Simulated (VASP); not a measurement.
# P2O (antifluorite type) (Fm-3m) in VASP: further runs

Runs on P2O (antifluorite type). Level: PBE. Tasks: single point.

Everything below comes from runs of VASP 6.6.1. Logs are shortened: lines on timing, memory, paths and dates and some standing lists are left out, and cuts for length are marked.

## Step 1: The cell of the first run

Symmetry: Fm-3m, No. 225, cubic system. The conventional cell has a = 5.356 Å, b = 5.356 Å, c = 5.356 Å, α = 90.00°, β = 90.00°, γ = 90.00°. P (site symmetry -43m) has 4 O at 2.32 Å and 6 P at 2.68 Å within 3.1 Å. O (site symmetry m-3m) has 8 P at 2.32 Å within 3.1 Å.

## Step 2: Single point, PBE

Contents of INCAR:

```
  ALGO = Normal
  EDIFF = 1E-6
  ENCUT = 520
  GGA = PE
  ISIF = 2
  ISMEAR = -1
  LASPH = T
  LCHARG = F
  LREAL = F
  LWAVE = F
  NBANDS = 15
  NELM = 100
  PREC = Accurate
  SIGMA = 0.06122561905347299
```

Contents of KPOINTS:

```
k-points
0
Gamma
  18 18 18
```

Contents of POSCAR:

```
P2O
1.0
    0.0000000000      2.6780461611      2.6780461611
    2.6780461611      0.0000000000      2.6780461611
    2.6780461611      2.6780461611      0.0000000000
P O
2 1
Direct
    0.2500000000      0.2500000000      0.2500000000
    0.7500000000      0.7500000000      0.7500000000
    0.0000000000      0.0000000000      0.0000000000
```

Potentials or basis: VASP PAW PBE potentials, release 64 (P, O).

On the command line:

```bash
$ cat potpaw_PBE.64/P/POTCAR potpaw_PBE.64/O/POTCAR > POTCAR
$ mpirun -np 1 vasp_std > vasp.out
```

OUTCAR:

```text
EDIFF = 1E-6
   ENCUT = 520
   GGA = PE
   ISIF = 2
   ISMEAR = -1
   LASPH = T
   LREAL = F
   NELM = 100
   PREC = Accurate

 ion  position               nearest neighbor table
   1  0.250  0.250  0.250-   3 2.32   3 2.32   3 2.32   3 2.32   2 2.68   2 2.68   2 2.68   2 2.68
                             2 2.68   2 2.68
   2  0.750  0.750  0.750-   3 2.32   3 2.32   3 2.32   3 2.32   1 2.68   1 2.68   1 2.68   1 2.68
                             1 2.68   1 2.68
   3  0.000  0.000  0.000-   1 2.32   2 2.32   2 2.32   2 2.32   2 2.32   1 2.32   1 2.32   1 2.32

  LATTYP: Found a face centered cubic cell.
 ALAT       =     5.3560923222

  Lattice vectors:

 A1 = (   0.0000000000,   2.6780461611,   2.6780461611)
 A2 = (   2.6780461611,   0.0000000000,   2.6780461611)
 A3 = (   2.6780461611,   2.6780461611,   0.0000000000)

Analysis of symmetry for initial positions (statically):
=====================================================================
 Subroutine PRICEL returns:
 Original cell was already a primitive cell.

 Routine SETGRP: Setting up the symmetry group for a
 face centered cubic supercell.

 Subroutine GETGRP returns: Found 48 space group operations
 (whereof 48 operations were pure point group operations)
 out of a pool of 48 trial point group operations.

The static configuration has the point symmetry O_h .

Analysis of symmetry for dynamics (positions and initial velocities):
=====================================================================
 Subroutine PRICEL returns:
 Original cell was already a primitive cell.

 Routine SETGRP: Setting up the symmetry group for a
 face centered cubic supercell.

 Subroutine GETGRP returns: Found 48 space group operations
 (whereof 48 operations were pure point group operations)
 out of a pool of 48 trial point group operations.

The dynamic configuration has the point symmetry O_h .

 Subroutine INISYM returns: Found 48 space group operations
 (whereof 48 operations are pure point group operations),
 and found     1 'primitive' translations

----------------------------------------------------------------------------------------

                                     Primitive cell

  volume of cell :      38.4135

  direct lattice vectors                    reciprocal lattice vectors
     0.000000000  2.678046161  2.678046161    -0.186703279  0.186703279  0.186703279
     2.678046161  0.000000000  2.678046161     0.186703279 -0.186703279  0.186703279
     2.678046161  2.678046161  0.000000000     0.186703279  0.186703279 -0.186703279

  length of vectors
     3.787329202  3.787329202  3.787329202     0.323379565  0.323379565  0.323379565

  position of ions in fractional coordinates (direct lattice)
     0.250000000  0.250000000  0.250000000
     0.750000000  0.750000000  0.750000000
     0.000000000  0.000000000  0.000000000

  ion indices of the primitive-cell ions
   primitive index   ion index
                 1           1
                 2           2
                 3           3

----------------------------------------------------------------------------------------

 KPOINTS: k-points

Automatic generation of k-mesh.
 Grid dimensions read from file:
 generate k-points for:   18   18   18

 Generating k-lattice:

  Cartesian coordinates                     Fractional coordinates (reciprocal lattice)
    -0.010372404  0.010372404  0.010372404     0.055555556  0.000000000  0.000000000
     0.010372404 -0.010372404  0.010372404     0.000000000  0.055555556  0.000000000
     0.010372404  0.010372404 -0.010372404     0.000000000  0.000000000  0.055555556

  Length of vectors
     0.017965531  0.017965531  0.017965531

  Shift w.r.t. Gamma in fractional coordinates (k-lattice)
     0.000000000  0.000000000  0.000000000

 Subroutine IBZKPT returns following result:
 ===========================================

 Found    195 irreducible k-points:

 Following reciprocal coordinates:
            Coordinates               Weight
  0.000000  0.000000  0.000000      1.000000
  0.055556  0.000000  0.000000      8.000000
  0.111111  0.000000  0.000000      8.000000
  0.166667  0.000000  0.000000      8.000000
  0.222222  0.000000  0.000000      8.000000
  0.277778  0.000000  0.000000      8.000000
[... 16 lines left out ...]
 -0.277778  0.055556  0.000000     24.000000
 -0.222222  0.055556  0.000000     24.000000
 [... further k-points ...]
   k-points           NKPTS =    195   k-points in BZ     NKDIM =    195   number of bands    NBANDS=     15
   number of dos      NEDOS =    301   number of ions     NIONS =      3
   total plane-waves  NPLWV =  21952
   dimension x,y,z NGX =    28 NGY =   28 NGZ =   28
   dimension x,y,z NGXF=    56 NGYF=   56 NGZF=   56
   ions per type =               2   1
   NGX,Y,Z   is equivalent  to a cutoff of  12.29, 12.29, 12.29 a.u.
   NGXF,Y,Z  is equivalent  to a cutoff of  24.58, 24.58, 24.58 a.u.
 SYSTEM =  unknown system
   PREC   = accura    normal or accurate (medium, high low for compatibility)
   ISTART =      0    job   : 0-new  1-cont  2-samecut
   ICHARG =      2    charge: 1-file 2-atom 10-const
   ISPIN  =      1    spin polarized calculation?
   LNONCOLLINEAR =      F non collinear calculations
   LSORBIT =      F    spin-orbit coupling
   LASPH  =      T    aspherical Exc in radial PAW
   ENCUT  =  520.0 eV  38.22 Ry    6.18 a.u.   7.04  7.04  7.04*2*pi/ulx,y,z
   NELM   =    100;   NELMIN=  2; NELMDL= -5     # of ELM steps
   EDIFF  = 0.1E-05   stopping-criterion for ELM
   LREAL  =      F    real-space projection
   EDIFFG = 0.1E-04   stopping-criterion for IOM
   NSW    =      0    number of steps for IOM
   IBRION =     -1    ionic relax: 0-MD 1-quasi-New 2-CG
   NFREE  =      0    steps in history (QN), initial steepest desc. (CG)
   ISIF   =      2    stress and relaxation
   ISYM   =      2    0-nonsym 1-usesym 2-fastsym
   POTIM  = 0.5000    time-step for ionic-motion
   TEBEG  =    0.0;   TEEND  =   0.0 temperature during run
   PSTRESS=    0.0 pullay stress
   NELECT =      16.0000    total number of electrons
   NUPDOWN=      -1.0000    fix difference up-down
   EMIN   =  10.00;   EMAX   =-10.00  energy-range for DOS
   EFERMI =   0.00;   METHOD = LEGACY
   ISMEAR =    -1;   SIGMA  =   0.06  broadening in eV -4-tet -1-fermi 0-gaus
   EFERMI_NEDOS =   21; number of points for ismear=-14 and -15
   IALGO  =     38    algorithm
   IMIX   =      4    mixing-type and parameters
     AMIX     =   0.40;   BMIX     =  1.00
     AMIX_MAG =   1.60;   BMIX_MAG =  1.00
  volume/ion in A,a.u.               =      12.80        86.41
  Fermi-wavevector in a.u.,A,eV,Ry     =   1.222607  2.310392 20.337541  1.494767
  Thomas-Fermi vector in A             =   2.357747
   LORBIT       =      0    0 simple, 1 ext, 2 COOP (PROOUT), +10 PAW based schemes
   GGA     = PE    functional components
   LHFCALC =     F    Hartree Fock is set to
   AEXX    =    0.0000 exact exchange contribution
   IVDW    =     0    specifies the selected vdW correction
   LEPSILON=     F    determine dielectric tensor
   LRPA    =     F    only Hartree local field effects (RPA)
 non-spin polarized calculation
  energy-cutoff  :      520.00
  volume of cell :       38.41
 maximum number of plane-waves:      1056
   NGX = 15   NGY = 15   NGZ = 15

 number of electron      16.0000001 magnetization

 Free energy of the ion-electron system (eV)
  ---------------------------------------------------
  ext. energy  EPLUGINS =         0.00000000
  ---------------------------------------------------
  free energy    TOTEN  =       -12.85275029 eV

  energy without entropy =      -12.83104513  energy(sigma->0) =      -12.84189771

 E-fermi :   7.9372     XC(G=0): -11.2861

 val. band max:        7.9352607020   @ k =   0.1667   0.1667   0.0000
 cond. band min:       7.9514957257   @ k =   0.3889   0.2778   0.0556
 fundamental gap:      0.0162350237
 Fermi energy:         7.9371637355

 k-point     1 :       0.0000    0.0000    0.0000
  band No.  band energies     occupation
      1     -12.1371      2.00000
      2      -3.2614      2.00000
      3       3.0466      2.00000
      4       3.0466      2.00000
      5       3.0466      2.00000
      6       3.1716      2.00000
      7       5.4332      2.00000
      8       5.4332      2.00000
      9       5.4332      2.00000
     10      11.5263      0.00000
     11      11.5263      0.00000
     12      11.5263      0.00000
     13      14.2424      0.00000
     14      14.2424      0.00000
     15      18.3483      0.00000

 k-point     2 :       0.0556    0.0000    0.0000
  band No.  band energies     occupation
      1     -12.1166      2.00000
      2      -3.2918      2.00000
      3       2.7221      2.00000
      4       2.9987      2.00000
      5       2.9987      2.00000
      6       3.1729      2.00000
      7       5.5027      2.00000
      8       5.5027      2.00000
      9       5.8469      2.00000
     10      11.3191      0.00000
     11      11.3191      0.00000
     12      11.4667      0.00000
     13      14.5580      0.00000
     14      14.5580      0.00000
     15      18.0830      0.00000
[... 365 lines left out ...]
      3      -0.6389      2.00000
      4       2.2892      2.00000
      5       2.4622      2.00000
      6       4.7452      2.00000
      7       6.3639      2.00000
      8       6.5298      2.00000
      9       8.6709      0.00001
     10       9.4803      0.00000
     11      10.0200      0.00000
     12      11.4351      0.00000
     13      16.4423      0.00000
     14      18.3101      0.00000
     15      18.4027      0.00000

 k-point    24 :      -0.2222    0.0556    0.0000
  band No.  band energies     occupation
      1     -11.7825      2.00000
      2      -3.7270      2.00000
      3      -0.0047      2.00000
      4       2.4124      2.00000
      5       2.6242      2.00000
      6       4.2247      2.00000
      7       6.1873      2.00000
      8       6.4157      2.00000
      9       8.3864      0.00130
     10       9.5737      0.00000
     11      10.1323      0.00000
     12      11.5262      0.00000
     13      16.4649      0.00000
     14      17.4091      0.00000
     15      18.0608      0.00000

 [... further k-points ...]

------------------------ aborting loop because EDIFF is reached ----------------------------------------

  FORCE on cell =-STRESS in cart. coord.  units (eV):
  Direction    XX          YY          ZZ          XY          YZ          ZX
  --------------------------------------------------------------------------------------
  -------------------------------------------------------------------------------------
  Total        1.0186199      1.0186199      1.0186199      0.0000000      0.0000000     -0.0000000
  in kB       42.4852890     42.4852890     42.4852890      0.0000000      0.0000000     -0.0000000
  external PRESSURE =      42.4852890 kB  Pullay stress =       0.0000000 kB

 VOLUME and BASIS-vectors are now :
 -----------------------------------------------------------------------------
  energy-cutoff  :      520.00
  volume of cell :       38.41
      direct lattice vectors                 reciprocal lattice vectors
     0.000000000  2.678046161  2.678046161    -0.186703279  0.186703279  0.186703279
     2.678046161  0.000000000  2.678046161     0.186703279 -0.186703279  0.186703279
     2.678046161  2.678046161  0.000000000     0.186703279  0.186703279 -0.186703279

 POSITION                                       TOTAL-FORCE (eV/Angst)
 -----------------------------------------------------------------------------------
      1.33902      1.33902      1.33902        -0.000000     -0.000000     -0.000000
      4.01707      4.01707      4.01707         0.000000      0.000000      0.000000
      0.00000      0.00000      0.00000        -0.000000      0.000000      0.000000
 -----------------------------------------------------------------------------------
    total drift:                               -0.000000     -0.000000      0.000000

  FREE ENERGIE OF THE ION-ELECTRON SYSTEM (eV)
  ---------------------------------------------------
  free  energy   TOTEN  =       -12.8527502896 eV

  energy  without entropy=      -12.8310451310  energy(sigma->0) =      -12.84189771
```

Wall time 52 s (1 thread of AMD EPYC 9R45 (Zen 5), shared host); peak memory 0.19 GiB.

What came out:

```yaml
Free_energy: -12.8528 eV
Pressure: 4.2 GPa
Band_gap_on_the_k_mesh: zero (bands 8 and 9 overlap by 3.35 eV)
```

Caveat: the cell stands under pressure.

## Step 3: Single point, PBE

This run uses another cell than the first one, of 13.07 Å³/atom.

Contents of INCAR:

```
PREC = Accurate
ENCUT = 520
EDIFF = 1E-7
ISMEAR = -1
SIGMA = 0.06122561905347299
LREAL = F
LASPH = T
NELM = 80
ALGO = Normal
ISIF = 2
LWAVE = F
LCHARG = F
GGA = PE
NBANDS = 15
```

Contents of KPOINTS:

```
regular mesh
0
Gamma
  18 18 18
```

Contents of POSCAR:

```
P2O
1.0
    0.0000000000      2.6965160286      2.6965160286
    2.6965160286      0.0000000000      2.6965160286
    2.6965160286      2.6965160286      0.0000000000
P O
2 1
Direct
    0.2500000000      0.2500000000      0.2500000000
    0.7500000000      0.7500000000      0.7500000000
    0.0000000000      0.0000000000      0.0000000000
```

Potentials or basis: VASP PAW PBE potentials, release 64 (P, O).

On the command line:

```bash
$ cat potpaw_PBE.64/P/POTCAR potpaw_PBE.64/O/POTCAR > POTCAR
$ mpirun -np 1 vasp_std > vasp.out
```

Run time: 57 s. Hardware: 1 thread of AMD EPYC 9R45 (Zen 5), shared host; peak memory 0.19 GiB.

It converged, with:

```
Free energy            : -12.8688 eV
Pressure               : 1.9 GPa
Band gap on the k mesh : zero (bands 8 and 9 overlap by 3.28 eV)
```

Levels at points of the mesh, in eV from the Fermi level:
| k point | band 5 | band 6 | band 7 | band 8 | band 9 | band 10 | band 11 | band 12 |
| --- | --- | --- | --- | --- | --- | --- | --- | --- |
| (0.00, 0.00, 0.00) | -4.76 | -4.76 | -2.44 | -2.44 | -2.44 | 3.54 | 3.54 | 3.54 |
| (0.50, 0.00, 0.00) | -5.67 | -1.58 | -1.46 | -1.46 | 0.73 | 2.10 | 2.10 | 2.17 |
| (0.50, 0.50, 0.00) | -7.12 | -5.00 | -1.06 | 0.84 | 0.84 | 4.71 | 4.71 | 5.65 |

(Part 1 of 3 ends here.)

The gap in the log of VASP goes by the Fermi energy; the results here count the filled bands.